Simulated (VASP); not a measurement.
Write the native input for VASP 6.6.1 that does the following.

```yaml
Task: single point
Functional: r2SCAN
Potentials_or_basis: VASP PAW PBE potentials, release 64 (Be, S)
Cutoff: 520 eV
k_mesh: 12 × 12 × 6
Occupations: gaussian, width 0.01 eV
Spin: no spin polarisation
Dipole_correction: no
Further_INCAR_settings: ALGO = Normal; EDIFF = 1e-06; NBANDS = 16
```

The system is BeS.

```xyz
4
Lattice="3.3002 0.0000 0.0000 -1.6501 2.8581 0.0000 0.0000 0.0000 5.2552" Properties=species:S:1:pos:R:3 pbc="T T T"
Be    0.0000    0.0000    0.0000
Be    0.0000    0.0000    2.6276
S     0.0000    1.9054    1.3138
S     1.6501    0.9527    3.9414
```

These files were run (other wordings do the same):

POSCAR

```
BeS
1.0
    3.3002359563      0.0000000000      0.0000000000
   -1.6501179782      2.8580881766      0.0000000000
    0.0000000000      0.0000000000      5.2552221114
Be S
2 2
Direct
    0.0000000000      0.0000000000      0.0000000000
    0.0000000000      0.0000000000      0.5000000000
    0.3333333333      0.6666666667      0.2500000000
    0.6666666667      0.3333333333      0.7500000000
```

INCAR.step1

```
SYSTEM = BeS
ALGO = Normal
EDIFF = 1E-4
ENCUT = 520
GGA = PE
ISMEAR = 0
LASPH = .True.
LCHARG = .False.
LREAL = .False.
LWAVE = .True.
NBANDS = 16
NELM = 80
PREC = Accurate
SIGMA = 0.01
```

INCAR.step2

```
SYSTEM = BeS
ALGO = Normal
EDIFF = 1E-6
ENCUT = 520
ISIF = 2
ISMEAR = 0
ISTART = 1
LASPH = .True.
LCHARG = .True.
LELF = .True.
LMIXTAU = .True.
LREAL = .False.
LVHAR = .True.
LWAVE = .False.
METAGGA = R2SCAN
NBANDS = 16
NELM = 80
PREC = Accurate
SIGMA = 0.01
```

KPOINTS

```
k-points
0
Gamma
  12 12 6
  0 0 0
```

Potentials or basis: VASP PAW PBE potentials, release 64 (Be, S).

Command:

```console
$ cat potpaw_PBE.64/Be/POTCAR potpaw_PBE.64/S/POTCAR > POTCAR
$ cp INCAR.step1 INCAR
$ mpirun -np 1 vasp_std > vasp.out
$ cp INCAR.step2 INCAR
$ mpirun -np 1 vasp_std > vasp.out
```

It gave:

- Pressure: -0.1 GPa
- Band gap on the k mesh: 1.81 eV, indirect (least direct gap 4.04 eV)

Caveat: the PAW data sets were made with another functional, which shifts forces and pressure a little.

Wall time 110 s on 1 thread of Intel(R) Xeon(R) Platinum 8559C (Emerald Rapids), on a shared host, peak memory 0.2 GiB.
